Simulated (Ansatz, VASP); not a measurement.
**AlNi: VASP beside Ansatz**

File INCAR:

```
SYSTEM = AlNi
PREC = Accurate
ENCUT = 520
EDIFF = 1E-6
ISMEAR = -1
SIGMA = 0.05
LREAL = .False.
LASPH = .True.
NELM = 150
ALGO = Normal
ISIF = 2
LWAVE = .False.
LCHARG = .False.
ISPIN = 2
MAGMOM = 1 0
LORBIT = 11
LMAXMIX = 4
LDAU = .True.
LDAUTYPE = 2
LDAUL = 2 -1
LDAUU = 4 0
LDAUJ = 0 0
LDAUPRINT = 1
GGA = PS
NBANDS = 18
```

Contents of KPOINTS:

```
Automatic mesh
0
Gamma
  9 9 9
  0 0 0
```

File POSCAR:

```
AlNi
1.0
    2.8810000000      0.0000000000      0.0000000000
    0.0000000000      2.8810000000      0.0000000000
    0.0000000000      0.0000000000      2.8810000000
Ni Al
1 1
Direct
    0.5000000000      0.5000000000      0.5000000000
    0.0000000000      0.0000000000      0.0000000000
```

File input.yaml:

```yaml
crystal:
  lattice:
    - [2.881, 0.0, 0.0]
    - [0.0, 2.881, 0.0]
    - [0.0, 0.0, 2.881]
  atoms:
    - { symbol: Ni, position: [0.5, 0.5, 0.5], spin: 1.0 }
    - { symbol: Al, position: [0.0, 0.0, 0.0] }
kpoints:
  mp_grid: { grid: [9, 9, 9] }
scf:
  occupations: { method: fermi_dirac, width: 0.05 }
hamiltonian:
  xc: pbesol
  pseudopotentials: { kind: all_electron, lapw: { basis_error: 0.001 } }
  hubbard:
    sites: [{ species: Ni, l: d, u_eff: 4 }]
    double_counting: fll
    projectors: ortho-atomic
magnetization:
  spin_polarized: true
output:
  forces: true
  stress: true
  eigenvalues: true
  dos: { projected: false, de: 0.2, e_range: [-14, 6] }
  hubbard: {}
```

Alike in both runs: functional PBEsol; k mesh 9 × 9 × 9; occupations fermi-dirac, width 0.05 eV; collinear spin; Hubbard terms Ni d U = 4.0 eV.

```csv
,VASP,Ansatz
version,VASP 6.6.1,Ansatz 0.2.0
potentials or method,"VASP PAW PBE potentials, release 64 (Ni, Al), cutoff 520 eV","all-electron LAPW, scalar-relativistic"
task,single point,density of states
```

|  | VASP | Ansatz | Ansatz less VASP |
| --- | --- | --- | --- |
| gap on the k mesh at the Fermi level (eV) | none | none | - |
| pressure (GPa) | -8.2 | -4.4 | +3.82 |
| net moment per atom (μB) | 0.00 | 0.00 | 0.000 |

VASP's potentials were made for PBE, not for PBEsol. The programs project onto different local orbitals, so the same U acts differently, and such runs can settle in different states. A gap of «none» marks a metal or a gap that the smearing closes. Ansatz ran all-electron here, and VASP with PAW potentials.

Noted on Ansatz's run: the magnetic state may not be the lowest; U is the effective U less J, on atomic orbitals that reach past the spheres.
